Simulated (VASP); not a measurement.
# Sr (P6_3/mmc) in VASP: a series of runs

Runs on Sr. Level: PBE. Tasks: relaxation of cell and atoms.

All numbers are computed with VASP 6.6.1; they aren't measurements. Logs are shortened: lines on timing, memory, paths and dates and some standing lists are left out, and cuts for length are marked.

## Step 1: The cell of the first run

Symmetry: P6_3/mmc, No. 194, hexagonal system. The conventional cell has a = 3.981 Å, b = 3.981 Å, c = 6.449 Å, α = 90.00°, β = 90.00°, γ = 120.00°. Within 5.2 Å of Sr (site symmetry -6m2) lie 12 Sr at 3.96 to 3.98 Å.

This isn't the form of Sr at room conditions, which is fcc.

## Step 2: Relaxation of cell and atoms, PBE, target pressure 3.6 GPa, at which the enthalpy is minimised

Contents of INCAR:

```
PREC     = Accurate       # precision mode
ENCUT    = 600            # plane-wave cutoff, eV
EDIFF    = 1E-7           # SCF threshold, eV
ISMEAR   = -1             # smearing method
SIGMA    = 0.1            # smearing width, eV
LREAL    = F              # projectors in reciprocal space
LASPH    = T              # aspherical terms in the spheres
NELM     = 100            # most SCF steps
ALGO     = Normal         # electronic algorithm
ISIF     = 3              # what is computed and relaxed
LWAVE    = F              # write WAVECAR
LCHARG   = F              # write CHGCAR
GGA      = PE             # functional
IBRION   = 2              # ionic algorithm
NSW      = 60             # ionic steps
EDIFFG   = -0.005         # ionic threshold
PSTRESS  = 36.0
```

Contents of KPOINTS:

```
regular mesh
0
Gamma
  11 11 6
```

Contents of POSCAR:

```
Sr
1.0
    3.9808236712      0.0000000000      0.0000000000
   -1.9904118356      3.4474944272      0.0000000000
    0.0000000000      0.0000000000      6.4489343474
Sr
2
Direct
    0.3333333333      0.6666666667      0.2500000000
    0.6666666667      0.3333333333      0.7500000000
```

Potentials or basis: VASP PAW PBE potentials, release 64 (Sr_sv).

Command:

```
$ cat potpaw_PBE.64/Sr_sv/POTCAR > POTCAR
$ mpirun -np 1 vasp_std > vasp.out
```

OUTCAR:

```text
PREC = Accurate
   ENCUT = 600
   EDIFF = 1E-7
   ISMEAR = -1
   LREAL = F
   LASPH = T
   NELM = 100
   ISIF = 3
   GGA = PE
   IBRION = 2
   NSW = 60
   EDIFFG = -0.005
   PSTRESS = 36.0

 ion  position               nearest neighbor table
   1  0.333  0.667  0.250-   2 3.96   2 3.96   2 3.96   2 3.96   2 3.96   2 3.96
   2  0.667  0.333  0.750-   1 3.96   1 3.96   1 3.96   1 3.96   1 3.96   1 3.96

  LATTYP: Found a hexagonal cell.
 ALAT       =     3.9808236712
 C/A-ratio  =     1.6200000000

  Lattice vectors:

 A1 = (   3.9808236712,   0.0000000000,   0.0000000000)
 A2 = (  -1.9904118356,   3.4474944272,   0.0000000000)
 A3 = (   0.0000000000,   0.0000000000,   6.4489343474)

Analysis of symmetry for initial positions (statically):
=====================================================================
 Subroutine PRICEL returns:
 Original cell was already a primitive cell.

 Routine SETGRP: Setting up the symmetry group for a
 hexagonal supercell.

 Subroutine GETGRP returns: Found 24 space group operations
 (whereof 12 operations were pure point group operations)
 out of a pool of 24 trial point group operations.

The static configuration has the point symmetry D_3d.
 The point group associated with its full space group is D_6h.

Analysis of symmetry for dynamics (positions and initial velocities):
=====================================================================
 Subroutine PRICEL returns:
 Original cell was already a primitive cell.

 Routine SETGRP: Setting up the symmetry group for a
 hexagonal supercell.

 Subroutine GETGRP returns: Found 24 space group operations
 (whereof 12 operations were pure point group operations)
 out of a pool of 24 trial point group operations.

The dynamic configuration has the point symmetry D_3d.
 The point group associated with its full space group is D_6h.

 Subroutine INISYM returns: Found 24 space group operations
 (whereof 12 operations are pure point group operations),
 and found     1 'primitive' translations

----------------------------------------------------------------------------------------

                                     Primitive cell

  volume of cell :      88.5043

  direct lattice vectors                    reciprocal lattice vectors
     3.980823671  0.000000000  0.000000000     0.251204294  0.145032867  0.000000000
    -1.990411836  3.447494427  0.000000000     0.000000000  0.290065734  0.000000000
[... 98 lines left out ...]
   EMIN   =  10.00;   EMAX   =-10.00  energy-range for DOS
   EFERMI =   0.00;   METHOD = LEGACY
   ISMEAR =    -1;   SIGMA  =   0.10  broadening in eV -4-tet -1-fermi 0-gaus
   EFERMI_NEDOS =   21; number of points for ismear=-14 and -15
   IALGO  =     38    algorithm
   IMIX   =      4    mixing-type and parameters
     AMIX     =   0.40;   BMIX     =  1.00
     AMIX_MAG =   1.60;   BMIX_MAG =  1.00
  volume/ion in A,a.u.               =      44.25       298.63
  Fermi-wavevector in a.u.,A,eV,Ry     =   0.997157  1.884353 13.528561  0.994321
  Thomas-Fermi vector in A             =   2.129294
   LORBIT       =      0    0 simple, 1 ext, 2 COOP (PROOUT), +10 PAW based schemes
   GGA     = PE    functional components
   LHFCALC =     F    Hartree Fock is set to
   AEXX    =    0.0000 exact exchange contribution
   IVDW    =     0    specifies the selected vdW correction
   LEPSILON=     F    determine dielectric tensor
   LRPA    =     F    only Hartree local field effects (RPA)
 conjugate gradient relaxation of ions
 non-spin polarized calculation
  energy-cutoff  :      600.00
  volume of cell :       88.50
 maximum number of plane-waves:      2978
 NGX is ok and might be reduce to    32
   NGX = 15   NGY = 15   NGZ = 25

--------------------------------------- Ionic step        1  -------------------------------------------

 number of electron      20.0000000 magnetization

 Free energy of the ion-electron system (eV)
  ---------------------------------------------------
  ext. energy  EPLUGINS =         0.00000000
  ---------------------------------------------------
  free energy    TOTEN  =        -3.09357724 eV

  energy without entropy =       -3.00896714  energy(sigma->0) =       -3.05127219

------------------------ aborting loop because EDIFF is reached ----------------------------------------

  FORCE on cell =-STRESS in cart. coord.  units (eV):
  Direction    XX          YY          ZZ          XY          YZ          ZX
  --------------------------------------------------------------------------------------
  -------------------------------------------------------------------------------------
  Total        1.9039574      1.9039574      2.2344068     -0.0000000      0.0000000      0.0000000
  in kB       34.4669887     34.4669887     40.4490527     -0.0000000      0.0000000      0.0000000
  external PRESSURE =       0.4610100 kB  Pullay stress =      36.0000000 kB
[... 139 lines left out ...]
--------------------------------------- Ionic step        5  -------------------------------------------

 number of electron      20.0000000 magnetization

 Free energy of the ion-electron system (eV)
  ---------------------------------------------------
  ext. energy  EPLUGINS =         0.00000000
  ---------------------------------------------------
  free energy    TOTEN  =        -3.09792093 eV

  energy without entropy =       -3.01397130  energy(sigma->0) =       -3.05594611

 E-fermi :   2.3488     XC(G=0):  -8.0358

 val. band max:        2.3230461133   @ k =   0.3636   0.0000   0.0000
 cond. band min:       2.3497667548   @ k =   0.2727   0.2727   0.1667
 fundamental gap:      0.0267206415
 Fermi energy:         2.3487527282

 k-point     1 :       0.0000    0.0000    0.0000
  band No.  band energies     occupation
      1     -33.8210      2.00000
      2     -33.7844      2.00000
      3     -16.0485      2.00000
      4     -15.6975      2.00000
      5     -15.6975      2.00000
      6     -15.6460      2.00000
      7     -15.6460      2.00000
      8     -15.6427      2.00000
      9      -1.5659      2.00000
     10       1.1173      1.99999
     11       2.7798      0.02651
     12       4.8715      0.00000
     13       4.9186      0.00000
     14       4.9186      0.00000
[... 377 lines left out ...]
      1     -33.8025      2.00000
      2     -33.7783      2.00000
      3     -15.9690      2.00000
      4     -15.8327      2.00000
      5     -15.8159      2.00000
      6     -15.7391      2.00000
      7     -15.6862      2.00000
      8     -15.6758      2.00000
      9      -0.4780      2.00000
     10       1.6737      1.99766
     11       2.7043      0.05553
     12       3.5412      0.00001
     13       4.4396      0.00000
     14       4.6015      0.00000

 [... further k-points ...]
[... 5 lines left out ...]
  --------------------------------------------------------------------------------------
  -------------------------------------------------------------------------------------
  Total        1.9897196      1.9897196      1.9935226      0.0000000     -0.0000000      0.0000000
  in kB       35.9749497     35.9749497     36.0437101      0.0000000     -0.0000000      0.0000000
  external PRESSURE =      -0.0021302 kB  Pullay stress =      36.0000000 kB
[... 21 lines left out ...]
  energy  without entropy=       -3.0139712985  energy(sigma->0) =       -3.05594611

  enthalpy is  TOTEN    =        -1.1068158275 eV   P V=        1.9911051002

 reached required accuracy - stopping structural energy minimisation
```

OSZICAR:

```text
N       E                     dE             d eps       ncg     rms          rms(c)
DAV:   1     0.122906797839E+03    0.12291E+03   -0.10512E+04  1792   0.138E+03
DAV:   2     0.614617081148E+01   -0.11676E+03   -0.11535E+03  2198   0.284E+02
DAV:   3    -0.278575346531E+01   -0.89319E+01   -0.88583E+01  3320   0.607E+01
DAV:   4    -0.310246514767E+01   -0.31671E+00   -0.31652E+00  2310   0.899E+00
[... 44 lines left out ...]
DAV:   6    -0.309791846415E+01   -0.33373E-05   -0.50836E-06  2122   0.122E-02    0.735E-03
DAV:   7    -0.309792119365E+01   -0.27295E-05   -0.25504E-06  2828   0.106E-02    0.123E-03
DAV:   8    -0.309792104280E+01    0.15085E-06   -0.52852E-08  1070   0.157E-03    0.941E-04
DAV:   9    -0.309792092588E+01    0.11692E-06   -0.64195E-09   938   0.706E-04    0.274E-04
DAV:  10    -0.309792092770E+01   -0.18274E-08   -0.18232E-09   932   0.329E-04
   5 F= -.11068158E+01 E0= -.10648410E+01  d E =-.369947E-04
```

CONTCAR:

```text
Sr
   1.00000000000000
     3.9605123084916714   -0.0000000000000000    0.0000000000000000
    -1.9802561542458357    3.4299042710946703   -0.0000000000000000
     0.0000000000000000   -0.0000000000000000    6.5233232567567399
  Sr
     2
Direct
     0.3333333332999970    0.6666666667000030    0.2500000000000000
     0.6666666667000030    0.3333333332999970    0.7500000000000000

  0.00000000E+00  0.00000000E+00  0.00000000E+00
  0.00000000E+00  0.00000000E+00  0.00000000E+00
```

It took 4.4 min on 1 thread of AMD EPYC 7R43 (Zen 3), shared host; peak memory 0.25 GiB.

What came out:

* Free energy: -3.0979 eV
* Relaxed volume: 44.31 Å³/atom
* Relaxed cell: a = 3.961 Å, b = 3.961 Å, c = 6.523 Å, α = 90.00°, β = 90.00°, γ = 120.00°
* Space group after relaxing (to 0.1 Å): P6_3/mmc (No. 194)
* Energy change on relaxing (the run minimises the enthalpy): -2.2 meV/atom
* Ionic steps: 5
* Pressure after relaxing: 3.6 GPa
* Band gap on the k mesh: zero (bands 10 and 11 overlap by 0.19 eV)

The path:
| step | energy change (eV) | largest force (eV/Å) | pressure (GPa) | volume (Å³) |
| --- | --- | --- | --- | --- |
| 1 | 0.0000 | 0.0000 | 3.65 | 88.50 |
| 2 | -0.0050 | 0.0000 | 3.60 | 88.67 |
| 3 | -0.0092 | 0.0000 | 3.55 | 88.83 |
| 4 | -0.0091 | 0.0000 | 3.55 | 88.83 |
| 5 | -0.0043 | 0.0000 | 3.60 | 88.61 |

Final structure:
```
Sr
1.0
     3.96051    0.00000    0.00000
    -1.98026    3.42990    0.00000
     0.00000    0.00000    6.52332
Sr
2
Direct
  0.33333 0.66667 0.25000
  0.66667 0.33333 0.75000
```

Caveat: the cell is relaxed towards a set pressure, so the run minimises the enthalpy, not the energy.

## Step 3: Relaxation of cell and atoms, PBE, target pressure 3.6 GPa, at which the enthalpy is minimised

Contents of INCAR:

```
SYSTEM = Sr
ALGO = Normal
EDIFF = 1E-7
EDIFFG = -0.005
ENCUT = 600
GGA = PE
IBRION = 2
ISIF = 3
ISMEAR = -1
LASPH = .TRUE.
LCHARG = .FALSE.
LREAL = .FALSE.
LWAVE = .FALSE.
NELM = 100
NSW = 32
PREC = Accurate
PSTRESS = 36.0
SIGMA = 0.1
```

Contents of KPOINTS:

```
k-points
0
G
  11 11 6
  0 0 0
```

Contents of POSCAR:

```
Sr
1.0
    3.9574183917      0.0000000000      0.0000000000
   -1.9787091958      3.4272248606      0.0000000000
    0.0000000000      0.0000000000      6.5209804249
Sr
2
Direct
    0.3333333333      0.6666666667      0.2500000000
    0.6666666667      0.3333333333      0.7500000000
```

Potentials or basis: VASP PAW PBE potentials, release 64 (Sr_sv).

Command:

```
$ cat potpaw_PBE.64/Sr_sv/POTCAR > POTCAR
$ mpirun -np 1 vasp_std > vasp.out
```

Wall time 2.2 min (1 thread of AMD EPYC 7R43 (Zen 3), shared host); peak memory 0.25 GiB.

It converged, with:

```
Free energy                                                : -3.0973 eV
Relaxed volume                                             : 44.29 Å³/atom
Relaxed cell                                               : a = 3.960 Å, b = 3.960 Å, c = 6.524 Å, α = 90.00°, β = 90.00°, γ = 120.00°
Space group after relaxing (to 0.1 Å)                      : P6_3/mmc (No. 194)
Energy change on relaxing (the run minimises the enthalpy) : -1.6 meV/atom
Ionic steps                                                : 2
Pressure after relaxing                                    : 3.6 GPa
Band gap on the k mesh                                     : zero (bands 10 and 11 overlap by 0.19 eV)
```

Step by step:
| step | energy change (eV) | largest force (eV/Å) | pressure (GPa) | volume (Å³) |
| --- | --- | --- | --- | --- |
| 1 | 0.0000 | 0.0000 | 3.64 | 88.44 |
| 2 | -0.0032 | 0.0000 | 3.61 | 88.59 |

Final structure:
```yaml
crystal:
  lattice:
    - [3.95964, 0.00000, 0.00000]
    - [-1.97982, 3.42915, 0.00000]
    - [0.00000, 0.00000, 6.52413]
  atoms:
    - { symbol: Sr, position: [0.33333, 0.66667, 0.25000] }
    - { symbol: Sr, position: [0.66667, 0.33333, 0.75000] }
```

Levels at points of the mesh, in eV from the Fermi level:
```tsv
k point	band 7	band 8	band 9	band 10	band 11	band 12	band 13	band 14
(0.00, 0.00, 0.00)	-17.99	-17.99	-3.91	-1.23	0.43	2.52	2.57	2.57
(0.00, 0.00, 0.50)	-18.02	-18.02	-2.79	-2.79	1.38	1.38	2.57	2.57
```

Caveat: the cell is relaxed towards a set pressure, so the run minimises the enthalpy, not the energy.

The gap in the log of VASP goes by the Fermi energy; the results here count the filled bands.